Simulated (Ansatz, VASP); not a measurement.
**One calculation of ZnS, two programs**

File INCAR:

```
SYSTEM = ZnS
PREC = Accurate
ENCUT = 520
EDIFF = 1E-6
ISMEAR = 0
SIGMA = 0.05
LREAL = .False.
LASPH = .True.
NELM = 60
ALGO = Normal
ISIF = 2
LWAVE = .False.
LCHARG = .False.
GGA = PE
NBANDS = 26
```

File KPOINTS:

```
Automatic mesh
0
Gamma
  9 9 4
  0 0 0
```

The input POSCAR:

```
ZnS
1.0
    3.9993810848      0.0000000000      0.0000000000
   -1.9996905424      3.4635656189      0.0000000000
    0.0000000000      0.0000000000      6.3037246812
Zn S
2 2
Direct
    0.3333333333      0.6666666667      0.0052003729
    0.6666666667      0.3333333333      0.5052003729
    0.3333333333      0.6666666667      0.3797996271
    0.6666666667      0.3333333333      0.8797996271
```

Input for Ansatz:

```yaml
crystal:
  lattice:
    - [3.9993810848, 0.0, 0.0]
    - [-1.9996905424, 3.4635656189, 0.0]
    - [0.0, 0.0, 6.3037246812]
  atoms:
    - { symbol: Zn, position: [0.3333333333, 0.6666666667, 0.0052003729] }
    - { symbol: Zn, position: [0.6666666667, 0.3333333333, 0.5052003729] }
    - { symbol: S, position: [0.3333333333, 0.6666666667, 0.3797996271] }
    - { symbol: S, position: [0.6666666667, 0.3333333333, 0.8797996271] }
basis:
  ecutwfc: 520.0
kpoints:
  mp_grid: { grid: [9, 9, 4] }
hamiltonian:
  xc: pbe
scf:
  occupations: { method: gaussian, width: 0.05 }
output:
  forces: true
  stress: true
  eigenvalues: true
```

Change from the starting cell: mode 4 frozen in at +0.000 Å, equal normal strain along x and y +0.0400.

Alike in both runs: task single point; functional PBE; k mesh 9 × 9 × 4; occupations gaussian, width 0.05 eV; no spin polarisation.

|  | VASP | Ansatz |
| --- | --- | --- |
| version | VASP 6.6.1 | Ansatz 0.2.0 |
| potentials or method | VASP PAW PBE potentials, release 64 (Zn, S), cutoff 520 eV | scalar-relativistic, plane waves, PAW |
| valence electrons in the cell | 36 | 36 |

```csv
,VASP,Ansatz,Ansatz less VASP
gap on the k mesh at the Fermi level (eV),1.76,1.77,+0.002
least direct gap on the mesh (eV),1.76,1.77,+0.002
pressure (GPa),-4.3,-4.4,-0.12
"traceless stress, the component that is largest in VASP (GPa)",2.63,2.62,-0.016
rms of the force components (eV/Å),0.094,0.092,-0.0018
```

Atom by atom the forces differ by 0.002 eV/Å (rms over components).
